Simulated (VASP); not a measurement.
TaN: single point with PBE

TaN:

```xyz
2
Lattice="2.9380 0.0000 0.0000 -1.4690 2.5444 0.0000 0.0000 0.0000 2.8830" Properties=species:S:1:pos:R:3 pbc="T T T"
Ta    0.0000    1.6963    1.4415
N     0.0000    0.0000    0.0000
```

```
Program                : VASP 6.6.1
Task                   : single point
Functional             : PBE
Potentials or basis    : VASP PAW PBE potentials, release 64 (Ta_pv, N)
Cutoff                 : 600 eV
k mesh                 : 10 × 10 × 8
Occupations            : gaussian, width 0.05 eV
Spin                   : collinear spin, ferromagnetic start
Starting moments       : [2.0, 0.0] μB
Dipole correction      : no
Further INCAR settings : ALGO = Normal; EDIFF = 1e-06; NBANDS = 19
```

| Quantity | Value |
| --- | --- |
| Pressure | 5.3 GPa |
| Band gap on the k mesh | zero (filled and empty bands overlap) |
| Net moment | 0.00 μB per cell |
| Valence electrons inside the program's atomic spheres | Ta 9.00; N 3.73 |

Stress tensor (GPa, compression positive):
```
4.83 0.00 0.00
0.00 4.83 0.00
0.00 0.00 6.25
```

Levels at points of the mesh, in eV from the Fermi level:
Spin up:
```csv
k point,band 4,band 5,band 6,band 7,band 8,band 9,band 10,band 11,band 12,band 13
"(0.00, 0.00, 0.00)",-17.82,-4.61,-4.61,-4.25,-2.97,2.17,3.54,3.54,3.96,3.96
"(0.50, 0.00, 0.00)",-15.54,-8.33,-5.23,-3.52,-3.23,2.97,3.98,5.18,5.25,7.39
"(0.00, 0.00, 0.50)",-15.18,-9.39,-3.79,-3.79,-0.13,-0.13,2.36,3.29,3.29,8.16
"(0.50, 0.00, 0.50)",-15.84,-7.37,-6.23,-5.72,-0.41,4.12,5.31,6.00,7.04,10.15
```
Spin down:
```csv
k point,band 4,band 5,band 6,band 7,band 8,band 9,band 10,band 11,band 12,band 13
"(0.00, 0.00, 0.00)",-17.82,-4.61,-4.61,-4.25,-2.97,2.17,3.54,3.54,3.96,3.96
"(0.50, 0.00, 0.00)",-15.54,-8.33,-5.23,-3.52,-3.23,2.97,3.98,5.18,5.26,7.39
"(0.00, 0.00, 0.50)",-15.18,-9.39,-3.79,-3.79,-0.13,-0.13,2.36,3.29,3.29,8.16
"(0.50, 0.00, 0.50)",-15.84,-7.37,-6.23,-5.72,-0.41,4.12,5.31,6.00,7.04,10.15
```

Run time: 68 s on 1 thread of Intel Xeon 8259CL, with other jobs on the host, peak memory 0.19 GiB.

Caveat: spin-orbit coupling is left out, which moves the levels of the heavy elements.
